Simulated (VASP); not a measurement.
Write the native input for VASP 6.6.1 that does the following.

| Item | Value |
| --- | --- |
| Task | single point |
| Functional | LDA |
| Potentials or basis | VASP PAW LDA potentials, release 64 (Rb_sv, Au) |
| Cutoff | 520 eV |
| k mesh | 6 × 6 × 8 |
| Occupations | gaussian, width 0.1 eV |
| Spin | no spin polarisation |
| Dipole correction | no |
| Further INCAR settings | ALGO = Normal; EDIFF = 1e-06; NBANDS = 41 |

The structure of RbAu5 lies in POSCAR:

```
RbAu5
1.0
    5.6785552323      0.0000000000      0.0000000000
   -2.8392776162      4.9177730880      0.0000000000
    0.0000000000      0.0000000000      4.4150128422
Rb Au
1 5
Direct
    0.0000000000      0.0000000000      0.0000000000
    0.3333333333      0.6666666667      0.0000000000
    0.6666666667      0.3333333333      0.0000000000
    0.5000000000      0.0000000000      0.5000000000
    0.5000000000      0.5000000000      0.5000000000
    0.0000000000      0.5000000000      0.5000000000
```

These files were run (other wordings do the same):

INCAR

```
SYSTEM = RbAu5
PREC = Accurate
ENCUT = 520
EDIFF = 1E-6
ISMEAR = 0
SIGMA = 0.1
LREAL = .FALSE.
LASPH = .TRUE.
NELM = 100
ALGO = Normal
ISIF = 2
LWAVE = .FALSE.
LCHARG = .TRUE.
LELF = .TRUE.
LVHAR = .TRUE.
NBANDS = 41
```

KPOINTS

```
regular mesh
0
G
  6 6 8
  0 0 0
```

Potentials or basis: VASP PAW LDA potentials, release 64 (Rb_sv, Au).

Run with:

```sh
$ cat potpaw_LDA.64/Rb_sv/POTCAR potpaw_LDA.64/Au/POTCAR > POTCAR
$ mpirun -np 1 vasp_std > vasp.out
```

It gave:

- Pressure: 0.4 GPa
- Band gap on the k mesh: zero (band 32 reaches 7.65 eV, above the bottom of band 33 at 5.71 eV)

Caveat: spin-orbit coupling is left out, which moves the levels of the heavy elements.

Wall time 2.1 min on 1 thread of Intel(R) Xeon(R) Platinum 8488C (Sapphire Rapids), on a shared host, peak memory 0.28 GiB.
